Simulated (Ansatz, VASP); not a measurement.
**One calculation of FeSi, two programs**

```
Fe Si
1.0
     4.38793    0.00000    0.00000
     0.00000    4.38793    0.00000
     0.00000    0.00000    4.38793
Fe Si
4 4
Cartesian
  0.6044 0.6044 0.6044
  1.5896 3.7836 2.7983
  2.7983 1.5896 3.7836
  3.7836 2.7983 1.5896
  3.6925 3.6925 3.6925
  2.8894 0.6954 1.4985
  1.4985 2.8894 0.6954
  0.6954 1.4985 2.8894
```

Alike in both runs: functional PBE; k mesh 8 × 8 × 8; occupations gaussian, width 0.05 eV; no spin polarisation.

Ansatz relaxed the structure, and its values are those at the end. VASP's run is a single point on that final structure, the one shown.

|  | VASP | Ansatz |
| --- | --- | --- |
| version | VASP 6.6.1 | Ansatz 0.2.0 |
| potentials or method | VASP PAW PBE potentials, release 64 (Fe, Si), cutoff 520 eV | scalar-relativistic, plane waves, PAW |
| valence electrons in the cell | 48 | 80 |

```csv
,VASP,Ansatz,Ansatz less VASP
gap on the k mesh at the Fermi level (eV),0.16,0.16,+0.006
least direct gap on the mesh (eV),0.17,0.18,+0.005
pressure (GPa),10.0,9.8,-0.24
rms of the force components (eV/Å),0.016,0.001,-0.0145
```

VASP's potentials hold 48 valence electrons a cell and Ansatz's 80, so a difference there can come from the potentials and not from the codes. Ansatz's warnings: stress scf threshold loose.
